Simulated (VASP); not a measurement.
## NaF: single point with PBE

NaF:

```
CELL_PARAMETERS angstrom
3.25568 -5.02590 -0.00179
3.25568 5.02590 -0.00179
-1.47499 0.00000 2.73743
ATOMIC_POSITIONS crystal
Na 0.30365 0.99490 0.39855
Na 0.66496 0.66496 0.91550
Na 0.99490 0.30365 0.39855
F 0.69589 0.00452 0.60089
F 0.33584 0.33584 0.08552
F 0.00452 0.69589 0.60089
```

```yaml
Program: VASP 6.6.1
Task: single point
Functional: PBE
Potentials_or_basis: VASP PAW PBE potentials, release 64 (Na_pv, F)
Cutoff: 520 eV
k_mesh: 6 × 6 × 8
Occupations: gaussian, width 0.02 eV
Spin: no spin polarisation
Dipole_correction: no
Further_INCAR_settings: ALGO = Normal; EDIFF = 1e-06; NBANDS = 30
```

```yaml
Pressure: -2.1 GPa
Largest_force: 0.006 eV/Å
Band_gap_on_the_k_mesh: 5.20 eV (least direct gap 5.23 eV)
```

Forces on the atoms (eV/Å):
```
Na  -0.002  0.005 -0.001
Na  -0.005  0.000 -0.003
Na  -0.002 -0.005 -0.001
F    0.003 -0.005  0.001
F    0.003  0.000  0.002
F    0.003  0.005  0.001
```

Levels at points of the mesh, in eV from the valence-band top:
| k point | band 19 | band 20 | band 21 | band 22 | band 23 | band 24 |
| --- | --- | --- | --- | --- | --- | --- |
| (0.00, 0.00, 0.00) | -0.21 | -0.04 | -0.03 | 5.20 | 10.07 | 10.31 |
| (0.50, 0.00, 0.00) | -0.21 | -0.06 | -0.01 | 7.17 | 7.36 | 9.50 |
| (0.50, 0.50, 0.00) | -0.22 | -0.06 | 0.00 | 7.14 | 7.36 | 9.47 |
| (0.00, 0.00, 0.50) | -0.40 | -0.31 | -0.24 | 10.16 | 10.52 | 10.71 |
| (0.50, 0.00, 0.50) | -0.51 | -0.21 | -0.19 | 9.56 | 10.04 | 10.82 |
| (0.50, 0.50, 0.50) | -0.40 | -0.31 | -0.24 | 10.18 | 10.53 | 10.69 |

Run time: 71 s on 1 thread of Intel(R) Xeon(R) 6975P-C (Granite Rapids) (shared host), peak memory 0.33 GiB.

A k mesh can miss the band edges.
